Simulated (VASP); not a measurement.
# As (R-3m) in VASP: further runs

The runs below take As through single point, relaxation of shape and atoms at fixed volume, with PBE+D3(BJ).

All numbers are computed with VASP 6.6.1; they aren't measurements. Logs are shortened: lines on timing, memory, paths and dates and some standing lists are left out, and cuts for length are marked.

### 1 The cell of the first run

Symmetry: R-3m, No. 166, trigonal system. Conventional cell: a = 3.743 Å, b = 3.743 Å, c = 9.701 Å, α = 90.00°, β = 90.00°, γ = 120.00°. As (site symmetry 3m) has 6 As at 2.52 to 2.91 Å within 3.3 Å.

### 2 Single point, PBE+D3(BJ) (19.62 Å³/atom)

INCAR reads:

```
PREC = Accurate
ENCUT = 510
EDIFF = 1E-6
ISMEAR = 0
SIGMA = 0.1
LREAL = F
LASPH = T
NELM = 120
ALGO = Normal
ISIF = 2
LWAVE = F
LCHARG = T
GGA = PE
IVDW = 12
LELF = T
LVHAR = T
NBANDS = 22
GGA_COMPAT = F
```

KPOINTS reads:

```
regular mesh
0
Gamma
  12 12 12
```

POSCAR reads:

```
As
1.0
    1.8716639080      1.0806056611      3.2336534780
   -1.8716639080      1.0806056611      3.2336534780
    0.0000000000     -2.1612113222      3.2336534780
As
2
Direct
    0.7669041935      0.7669041935      0.7669041935
    0.2330958065      0.2330958065      0.2330958065
```

Potentials or basis: VASP PAW PBE potentials, release 64 (As_d).

Started as:

```bash
> cat potpaw_PBE.64/As_d/POTCAR > POTCAR
> mpirun -np 1 vasp_std > vasp.out
```

OUTCAR:

```text
PREC = Accurate
   ENCUT = 510
   EDIFF = 1E-6
   ISMEAR = 0
   LREAL = F
   LASPH = T
   NELM = 120
   ISIF = 2
   GGA = PE
   IVDW = 12
 IVDW          = 12

 ion  position               nearest neighbor table
   1  0.767  0.767  0.767-   2 2.52   2 2.52   2 2.52   2 2.91   2 2.91   2 2.91
   2  0.233  0.233  0.233-   1 2.52   1 2.52   1 2.52   1 2.91   1 2.91   1 2.91

  LATTYP: Found a trigonal (rhomboedric) cell.
 ALAT       =     3.8893893088
 COS(alpha) =     0.5368486918

  Lattice vectors:

 A1 = (   1.8716639080,   1.0806056611,   3.2336534780)
 A2 = (  -1.8716639080,   1.0806056611,   3.2336534780)
 A3 = (   0.0000000000,  -2.1612113222,   3.2336534780)

Analysis of symmetry for initial positions (statically):
=====================================================================
 Subroutine PRICEL returns:
 Original cell was already a primitive cell.

 Routine SETGRP: Setting up the symmetry group for a
 trigonal (rhombohedral) supercell.

 Subroutine GETGRP returns: Found 12 space group operations
 (whereof 12 operations were pure point group operations)
 out of a pool of 12 trial point group operations.

The static configuration has the point symmetry D_3d.

Analysis of symmetry for dynamics (positions and initial velocities):
=====================================================================
 Subroutine PRICEL returns:
 Original cell was already a primitive cell.

 Routine SETGRP: Setting up the symmetry group for a
 trigonal (rhombohedral) supercell.

 Subroutine GETGRP returns: Found 12 space group operations
 (whereof 12 operations were pure point group operations)
 out of a pool of 12 trial point group operations.

The dynamic configuration has the point symmetry D_3d.

 Subroutine INISYM returns: Found 12 space group operations
 (whereof 12 operations are pure point group operations),
 and found     1 'primitive' translations

----------------------------------------------------------------------------------------

                                     Primitive cell

  volume of cell :      39.2410

  direct lattice vectors                    reciprocal lattice vectors
     1.871663908  1.080605661  3.233653478     0.267141979  0.154234493  0.103082577
    -1.871663908  1.080605661  3.233653478    -0.267141979  0.154234493  0.103082577
     0.000000000 -2.161211322  3.233653478     0.000000000 -0.308468987  0.103082577

  length of vectors
     3.889389309  3.889389309  3.889389309     0.325237042  0.325237042  0.325237042

  position of ions in fractional coordinates (direct lattice)
     0.766904193  0.766904193  0.766904193
     0.233095807  0.233095807  0.233095807

  ion indices of the primitive-cell ions
   primitive index   ion index
                 1           1
                 2           2

----------------------------------------------------------------------------------------

 KPOINTS: regular mesh

Automatic generation of k-mesh.
 Grid dimensions read from file:
 generate k-points for:   12   12   12

 Generating k-lattice:

  Cartesian coordinates                     Fractional coordinates (reciprocal lattice)
     0.022261832  0.012852874  0.008590215     0.083333333  0.000000000  0.000000000
    -0.022261832  0.012852874  0.008590215     0.000000000  0.083333333  0.000000000
     0.000000000 -0.025705749  0.008590215     0.000000000  0.000000000  0.083333333

  Length of vectors
     0.027103087  0.027103087  0.027103087

  Shift w.r.t. Gamma in fractional coordinates (k-lattice)
     0.000000000  0.000000000  0.000000000

 Subroutine IBZKPT returns following result:
 ===========================================

 Found    189 irreducible k-points:

 Following reciprocal coordinates:
            Coordinates               Weight
  0.000000  0.000000  0.000000      1.000000
  0.083333  0.000000  0.000000      6.000000
  0.166667 -0.000000  0.000000      6.000000
  0.250000 -0.000000 -0.000000      6.000000
  0.333333 -0.000000 -0.000000      6.000000
  0.416667 -0.000000  0.000000      6.000000
[... 16 lines left out ...]
  0.500000  0.166667 -0.000000     12.000000
 -0.416667  0.166667  0.000000     12.000000
 [... further k-points ...]
   k-points           NKPTS =    189   k-points in BZ     NKDIM =    189   number of bands    NBANDS=     22
   number of dos      NEDOS =    301   number of ions     NIONS =      2
   total plane-waves  NPLWV =  27000
   dimension x,y,z NGX =    30 NGY =   30 NGZ =   30
   dimension x,y,z NGXF=    60 NGYF=   60 NGZF=   60
   ions per type =               2
   NGX,Y,Z   is equivalent  to a cutoff of  12.82, 12.82, 12.82 a.u.
   NGXF,Y,Z  is equivalent  to a cutoff of  25.65, 25.65, 25.65 a.u.
 SYSTEM =  unknown system
   PREC   = accura    normal or accurate (medium, high low for compatibility)
   ISTART =      0    job   : 0-new  1-cont  2-samecut
   ICHARG =      2    charge: 1-file 2-atom 10-const
   ISPIN  =      1    spin polarized calculation?
[... 34 lines left out ...]
   LEPSILON=     F    determine dielectric tensor
   LRPA    =     F    only Hartree local field effects (RPA)
 non-spin polarized calculation
 Gauss-broadening in eV      SIGMA  =   0.10
  energy-cutoff  :      510.00
  volume of cell :       39.24
 maximum number of plane-waves:      1040
 NGX is ok and might be reduce to    30
   NGX = 15   NGY = 15   NGZ = 15

 number of electron      30.0000011 magnetization

 Free energy of the ion-electron system (eV)
  ---------------------------------------------------
  ext. energy  EPLUGINS =         0.00000000
  ---------------------------------------------------
  free energy    TOTEN  =        -9.23989386 eV

  energy without entropy =       -9.23952458  energy(sigma->0) =       -9.23970922

 E-fermi :   4.6332     XC(G=0): -11.1790

 val. band max:        4.4924536792   @ k =   0.4167   0.3333   0.3333
 cond. band min:       4.6554274321   @ k =   0.5000   0.5000   0.5000
 fundamental gap:      0.1629737529
 Fermi energy:         4.6331904148

 k-point     1 :       0.0000    0.0000    0.0000
  band No.  band energies     occupation
      1     -31.7647      2.00000
      2     -31.7647      2.00000
      3     -31.7127      2.00000
      4     -31.7127      2.00000
      5     -31.6882      2.00000
      6     -31.6391      2.00000
[... 14 lines left out ...]
     21      11.2945      0.00000
     22      13.1598      0.00000

 k-point     2 :       0.0833    0.0000    0.0000
  band No.  band energies     occupation
      1     -31.7630      2.00000
      2     -31.7623      2.00000
      3     -31.7117      2.00000
      4     -31.7111      2.00000
      5     -31.6872      2.00000
      6     -31.6402      2.00000
[... 14 lines left out ...]
     21      10.9829      0.00000
     22      13.8711      0.00000

 k-point     3 :       0.1667   -0.0000    0.0000
  band No.  band energies     occupation
      1     -31.7582      2.00000
      2     -31.7551      2.00000
      3     -31.7091      2.00000
      4     -31.7067      2.00000
      5     -31.6843      2.00000
      6     -31.6435      2.00000
[... 14 lines left out ...]
     21      11.1996      0.00000
     22      15.4360      0.00000

 k-point     4 :       0.2500   -0.0000   -0.0000
  band No.  band energies     occupation
      1     -31.7509      2.00000
      2     -31.7438      2.00000
      3     -31.7051      2.00000
      4     -31.6997      2.00000
      5     -31.6798      2.00000
      6     -31.6488      2.00000
[... 14 lines left out ...]
     21      12.1140      0.00000
     22      17.4031      0.00000

 k-point     5 :       0.3333   -0.0000   -0.0000
  band No.  band energies     occupation
      1     -31.7428      2.00000
      2     -31.7296      2.00000
      3     -31.7005      2.00000
      4     -31.6910      2.00000
      5     -31.6745      2.00000
      6     -31.6554      2.00000
[... 417 lines left out ...]
 k-point    22 :       0.4167    0.1667    0.0000
  band No.  band energies     occupation
      1     -31.7484      2.00000
      2     -31.7164      2.00000
      3     -31.6980      2.00000
      4     -31.6912      2.00000
      5     -31.6703      2.00000
      6     -31.6634      2.00000
[... 14 lines left out ...]
     21      15.8316      0.00000
     22      16.6644      0.00000

 k-point    23 :       0.5000    0.1667   -0.0000
  band No.  band energies     occupation
      1     -31.7427      2.00000
      2     -31.7060      2.00000
      3     -31.6920      2.00000
      4     -31.6876      2.00000
      5     -31.6707      2.00000
      6     -31.6668      2.00000
[... 14 lines left out ...]
     21      16.2497      0.00000
     22      16.5710      0.00000

 k-point    24 :      -0.4167    0.1667    0.0000
  band No.  band energies     occupation
      1     -31.7419      2.00000
      2     -31.6988      2.00000
      3     -31.6893      2.00000
      4     -31.6830      2.00000
      5     -31.6770      2.00000
      6     -31.6745      2.00000
[... 14 lines left out ...]
     21      14.5657      0.00000
     22      17.9682      0.00000

 [... further k-points ...]

------------------------ aborting loop because EDIFF is reached ----------------------------------------

 Edisp (eV)   -0.92328

 E8    (eV) :    -0.3908

  FORCE on cell =-STRESS in cart. coord.  units (eV):
  Direction    XX          YY          ZZ          XY          YZ          ZX
  --------------------------------------------------------------------------------------
  -------------------------------------------------------------------------------------
  Total       0.96127     0.96127     0.98550     0.00000     0.00000     0.00000
  in kB      39.24778    39.24778    40.23731     0.00000     0.00000     0.00000
  external pressure =       39.58 kB  Pullay stress =        0.00 kB

 VOLUME and BASIS-vectors are now :
 -----------------------------------------------------------------------------
  energy-cutoff  :      510.00
  volume of cell :       39.24
      direct lattice vectors                 reciprocal lattice vectors
     1.871663908  1.080605661  3.233653478     0.267141979  0.154234493  0.103082577
    -1.871663908  1.080605661  3.233653478    -0.267141979  0.154234493  0.103082577
     0.000000000 -2.161211322  3.233653478     0.000000000 -0.308468987  0.103082577

 POSITION                                       TOTAL-FORCE (eV/Angst)
 -----------------------------------------------------------------------------------
      0.00000      0.00000      7.43971         0.000000     -0.000000     -0.014140
      0.00000      0.00000      2.26125         0.000000      0.000000      0.014140
 -----------------------------------------------------------------------------------
    total drift:                                0.000000      0.000000     -0.000000

  FREE ENERGIE OF THE ION-ELECTRON SYSTEM (eV)
  ---------------------------------------------------
  free  energy   TOTEN  =       -10.1631767045 eV

  energy  without entropy=      -10.1628074201  energy(sigma->0) =      -10.16299206
```

Wall time 3.7 min (1 thread of Intel Xeon Platinum 8259CL at 2.50GHz (Skylake/Cascade Lake), shared host); peak memory 0.26 GiB.

Results:

* Free energy: -10.1632 eV
* Pressure: 4.0 GPa
* Largest force: 0.014 eV/Å
* Band gap on the k mesh: zero (bands 15 and 16 overlap by 0.42 eV)
* Dispersion energy per atom: -0.462 eV

Forces in eV/Å, atoms in the order of the input:
```
As   0.000  0.000 -0.014
As   0.000  0.000  0.014
```

Levels at points of the mesh, in eV from the Fermi level:
```
           k point  band 11  band 12  band 13  band 14  band 15  band 16  band 17  band 18  band 19  band 20
(0.00, 0.00, 0.00)   -15.63    -5.19    -2.43    -2.24    -2.24     2.49     3.37     3.37     6.23     6.23
(0.50, 0.00, 0.00)   -12.56   -11.69    -2.52    -2.24    -0.37    -0.24     0.28     0.51     9.92    10.66
(0.50, 0.50, 0.00)   -12.48    -9.50    -6.85    -4.68    -4.65     1.54     6.14     6.88     8.37    11.09
(0.50, 0.50, 0.50)   -13.54   -10.89    -1.80    -1.80    -0.56     0.02     0.02     1.42     9.02    11.27
```

Caveat: the cell stands under pressure.

### 3 Relaxation of shape and atoms at fixed volume, PBE+D3(BJ) (22.13 Å³/atom)

This run uses another cell than the first one, of 22.13 Å³/atom.

INCAR reads:

```
SYSTEM = As
PREC = Accurate ; ENCUT = 600
EDIFF = 1E-6 ; ISMEAR = 0
SIGMA = 0.1 ; LREAL = .FALSE.
LASPH = .TRUE. ; NELM = 100
ALGO = Normal ; ISIF = 4
LWAVE = .FALSE. ; LCHARG = .FALSE.
GGA = PE ; IVDW = 12
IBRION = 2 ; NSW = 50
EDIFFG = -0.01
```

KPOINTS reads:

```
regular mesh
0
G
  12 12 12
  0 0 0
```

POSCAR reads:

```
As
1.0
    1.9183996631      1.1075885619      3.4709554764
   -1.9183996631      1.1075885619      3.4709554764
    0.0000000000     -2.2151771238      3.4709554764
As
2
Direct
    0.7710284021      0.7710284021      0.7710284021
    0.2289715979      0.2289715979      0.2289715979
```

Potentials or basis: VASP PAW PBE potentials, release 64 (As).

Started as:

```bash
> cat potpaw_PBE.64/As/POTCAR > POTCAR
> mpirun -np 1 vasp_std > vasp.out
```

Run time: 85 s. Hardware: 1 thread of Intel Xeon 6975P-C (Granite Rapids), shared host; peak memory 0.27 GiB.

Results (log left out):

```
Free energy                : -10.1583 eV
Energy gained by relaxing  : 1.1 meV/atom
Ionic steps                : 6
Pressure after relaxing    : -2.4 GPa
Band gap on the k mesh     : zero (bands 5 and 6 overlap by 0.29 eV)
Dispersion energy per atom : -0.408 eV
```

The path:
```tsv
step	energy change (eV)	largest force (eV/Å)	pressure (GPa)	volume (Å³)
1	0.0000	0.1211	-3.10	44.25
2	-0.0014	0.0429	-2.80	44.25
3	-0.0018	0.0243	-2.54	44.25
4	-0.0018	0.0321	-2.51	44.25
5	-0.0022	0.0145	-2.43	44.25
6	-0.0023	0.0004	-2.37	44.25
```

Final structure:
```yaml
crystal:
  lattice:
    - [1.90753, 1.10132, 3.51061]
    - [-1.90753, 1.10132, 3.51061]
    - [0.00000, -2.20263, 3.51061]
  atoms:
    - { symbol: As, position: [0.77208, 0.77208, 0.77208] }
    - { symbol: As, position: [0.22792, 0.22792, 0.22792] }
```

Levels at points of the mesh, in eV from the Fermi level:
```tsv
k point	band 2	band 3	band 4	band 5	band 6	band 7	band 8	band 9
(0.00, 0.00, 0.00)	-5.90	-2.35	-1.92	-1.92	1.82	2.94	2.94	6.78
(0.50, 0.00, 0.00)	-10.94	-2.60	-2.55	-0.33	-0.29	0.38	1.26	9.07
(0.50, 0.50, 0.00)	-9.54	-5.86	-4.06	-3.96	1.67	5.33	6.64	7.11
(0.50, 0.50, 0.50)	-9.93	-1.63	-1.63	-0.66	0.71	0.71	1.67	8.13
```

### 4 Relaxation of shape and atoms at fixed volume, PBE+D3(BJ) (22.96 Å³/atom)

This run uses another cell than the first one, of 22.96 Å³/atom.

INCAR reads:

```
PREC = Accurate ; ENCUT = 600
EDIFF = 1E-7 ; ISMEAR = 0
SIGMA = 0.1 ; LREAL = False
LASPH = True ; NELM = 60
ALGO = Normal ; ISIF = 4
LWAVE = False ; LCHARG = False
GGA = PE ; IVDW = 12
IBRION = 2 ; NSW = 50
EDIFFG = -0.01
```

KPOINTS reads:

```
regular mesh
0
Gamma
  12 12 12
```

POSCAR reads:

```
As
1.0
    1.9300368714      1.1143073072      3.5586299539
   -1.9300368714      1.1143073072      3.5586299539
    0.0000000000     -2.2286146145      3.5586299539
As
2
Direct
    0.7724167651      0.7724167651      0.7724167651
    0.2275832349      0.2275832349      0.2275832349
```

Started as:

```bash
> cat potpaw_PBE.64/As/POTCAR > POTCAR
> mpirun -np 1 vasp_std > vasp.out
```

Wall time 2.1 min (1 thread of Intel Xeon 6975P-C (Granite Rapids), shared host); peak memory 0.27 GiB.

It converged, with:

* Free energy: -10.1286 eV
* Energy gained by relaxing: 2.8 meV/atom
* Ionic steps: 7
* Pressure after relaxing: -3.2 GPa
* Band gap on the k mesh: zero (bands 5 and 6 overlap by 0.38 eV)
* Dispersion energy per atom: -0.393 eV

The path:
```csv
step,energy change (eV),largest force (eV/Å),pressure (GPa),volume (Å³)
1,0.0000,0.1705,-4.48,45.92
2,-0.0029,0.0624,-4.06,45.92
3,-0.0040,0.0473,-3.62,45.92
4,-0.0052,0.0170,-3.49,45.92
5,-0.0056,0.0194,-3.34,45.92
6,-0.0056,0.0220,-3.34,45.92
7,-0.0057,0.0006,-3.24,45.92
```

Final structure:
```
As
1.0
     1.90901    1.10217    3.63744
    -1.90901    1.10217    3.63744
     0.00000   -2.20434    3.63744
As
2
Direct
  0.77402 0.77402 0.77402
  0.22598 0.22598 0.22598
```

Levels at points of the mesh, in eV from the Fermi level:
| k point | band 1 | band 2 | band 3 | band 4 | band 5 | band 6 | band 7 | band 8 | band 9 |
| --- | --- | --- | --- | --- | --- | --- | --- | --- | --- |
| (0.00, 0.00, 0.00) | -14.56 | -6.19 | -2.44 | -1.87 | -1.87 | 1.55 | 2.75 | 2.75 | 6.97 |
| (0.50, 0.00, 0.00) | -12.03 | -10.80 | -2.79 | -2.71 | -0.50 | -0.31 | 0.41 | 1.48 | 8.73 |
| (0.50, 0.50, 0.00) | -12.02 | -9.64 | -5.62 | -3.94 | -3.82 | 1.60 | 5.02 | 6.58 | 6.63 |
| (0.50, 0.50, 0.50) | -13.47 | -9.71 | -1.63 | -1.63 | -0.67 | 0.90 | 0.90 | 1.68 | 7.83 |

### 5 Single point, PBE+D3(BJ) (18.99 Å³/atom)

This run uses another cell than the first one, of 18.99 Å³/atom.

INCAR reads:

```
PREC     = Accurate       # precision mode
ENCUT    = 510            # plane-wave cutoff, eV
EDIFF    = 1E-6           # SCF threshold, eV
ISMEAR   = 0              # smearing method
SIGMA    = 0.1            # smearing width, eV
LREAL    = F              # projectors in reciprocal space
LASPH    = T              # aspherical terms in the spheres
NELM     = 120            # most SCF steps
ALGO     = Normal         # electronic algorithm
ISIF     = 2              # what is computed and relaxed
LWAVE    = F              # write WAVECAR
LCHARG   = F              # write CHGCAR
GGA      = PE             # functional
IVDW     = 12             # dispersion correction
NBANDS   = 22             # bands
GGA_COMPAT= F
```

KPOINTS reads:

```
Automatic mesh
0
Gamma
  12 12 12
```

POSCAR reads:

```
As
1.0
    1.8584198097      1.0729591774      3.1752293226
   -1.8584198097      1.0729591774      3.1752293226
    0.0000000000     -2.1459183548      3.1752293226
As
2
Direct
    0.7654997326      0.7654997326      0.7654997326
    0.2345002674      0.2345002674      0.2345002674
```

Potentials or basis: VASP PAW PBE potentials, release 64 (As_d).

Started as:

```bash
> cat potpaw_PBE.64/As_d/POTCAR > POTCAR
> mpirun -np 1 vasp_std > vasp.out
```

Run time: 4.6 min. Hardware: 1 thread of AMD EPYC, shared host; peak memory 0.22 GiB.

Results (log left out):

* Free energy: -10.1219 eV
* Pressure: 6.5 GPa
* Largest force: 0.014 eV/Å
* Band gap on the k mesh: zero (bands 15 and 16 overlap by 0.44 eV)
* Dispersion energy per atom: -0.477 eV

Forces in eV/Å, atoms in the order of the input:
```
As   0.000  0.000 -0.014
As   0.000  0.000  0.014
```

Stress tensor (GPa, compression positive):
```
6.52 0.00 0.00
0.00 6.52 0.00
0.00 0.00 6.60
```

Levels at points of the mesh, in eV from the Fermi level:
```tsv
k point	band 13	band 14	band 15	band 16	band 17	band 18
(0.00, 0.00, 0.00)	-2.42	-2.27	-2.27	2.73	3.55	3.55
(0.50, 0.00, 0.00)	-2.44	-2.14	-0.41	-0.14	0.36	0.36
(0.50, 0.50, 0.00)	-7.08	-4.81	-4.78	1.52	6.42	7.03
(0.50, 0.50, 0.50)	-1.78	-1.78	-0.44	-0.10	-0.10	1.41
```

Caveat: the cell stands under pressure.

### 6 The runs side by side

| task | potentials or basis | cell | cutoff (eV) | gap on the mesh (eV) | pressure (GPa) | largest force (eV/Å) |
| --- | --- | --- | --- | --- | --- | --- |
| single point | VASP PAW PBE potentials, release 64 (As_d) | a = 3.889 Å, angles 57.5°, 2 atoms, atomic positions A | 510 | none | 4.0 | 0.01 |
| relaxation of shape and atoms at fixed volume | VASP PAW PBE potentials, release 64 (As) | relaxed from a = 4.118 Å, angles 55.5°, 2 atoms, atomic positions B | 600 | none | -2.4 | - |
| relaxation of shape and atoms at fixed volume | VASP PAW PBE potentials, release 64 (As) | relaxed from a = 4.199 Å, angles 54.7°, 2 atoms, atomic positions C | 600 | none | -3.2 | - |
| single point | VASP PAW PBE potentials, release 64 (As_d) | a = 3.832 Å, angles 58.0°, 2 atoms, atomic positions D | 510 | none | 6.5 | 0.01 |

Alike in all rows: level PBE+D3(BJ); no spin polarisation; k mesh 12 × 12 × 12; smearing gaussian 0.1 eV.

Caveats: the cell stands under pressure (at least some runs).

Absolute energies hang on the potentials; compare differences alone.

The gap in the log of VASP goes by the Fermi energy; the results here count the filled bands.